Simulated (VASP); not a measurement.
Here is a VASP 6.6.1 calculation.

Contents of INCAR:

```
SYSTEM = AlGeSbH2
PREC     = Accurate       ! precision mode
ENCUT    = 520            ! plane-wave cutoff, eV
EDIFF    = 1E-6           ! SCF threshold, eV
ISMEAR   = 0              ! smearing method
SIGMA    = 0.15           ! smearing width, eV
LREAL    = .FALSE.        ! projectors in reciprocal space
LASPH    = .TRUE.         ! aspherical terms in the spheres
NELM     = 60             ! most SCF steps
ALGO     = Normal         ! electronic algorithm
ISIF     = 2              ! what is computed and relaxed
LWAVE    = .FALSE.        ! write WAVECAR
LCHARG   = .TRUE.         ! write CHGCAR
GGA      = PE             ! functional
LELF     = .TRUE.         ! ELF
LVHAR    = .TRUE.       
NBANDS   = 20             ! bands
```

The input KPOINTS:

```
Automatic mesh
0
G
  4 4 4
  0 0 0
```

POSCAR

```
AlGeSbH2
1.0
   -2.2215215344      2.2215215344      3.8667791875
    2.2215215344     -2.2215215344      3.8667791875
    2.2215215344      2.2215215344     -3.8667791875
Al Ge Sb H
1 1 1 2
Direct
    0.0000000000      0.0000000000      0.0000000000
    0.2500000000      0.7500000000      0.5000000000
    0.7500000000      0.2500000000      0.5000000000
    0.5500970131      0.5500970131      0.0000000000
    0.4499029869      0.4499029869      0.0000000000
```

Potentials or basis: VASP PAW PBE potentials, release 64 (Al, Ge_d, Sb, H).

Command:

```bash
$ cat potpaw_PBE.64/Al/POTCAR potpaw_PBE.64/Ge_d/POTCAR potpaw_PBE.64/Sb/POTCAR potpaw_PBE.64/H/POTCAR > POTCAR
$ mpirun -np 1 vasp_std > vasp.out
```

Task: Estimate the pressure.

Result: -0.1 GPa.

Task: Estimate the largest force.

Result: 0.018 eV/Å.

Task: Predict the band gap on the k mesh.

Result: Zero (bands 12 and 13 overlap by 3.64 eV).

Forces in eV/Å, atoms in the order of the input:
```
Al   0.000  0.000  0.000
Ge   0.000  0.000  0.000
Sb   0.000  0.000  0.000
H    0.000  0.000 -0.018
H    0.000  0.000  0.018
```

Caveat: the k points lie up to 0.41 Å⁻¹ apart, too coarse for converged energies and pressures of a metal; spin-orbit coupling is left out, which moves the levels of the heavy elements.
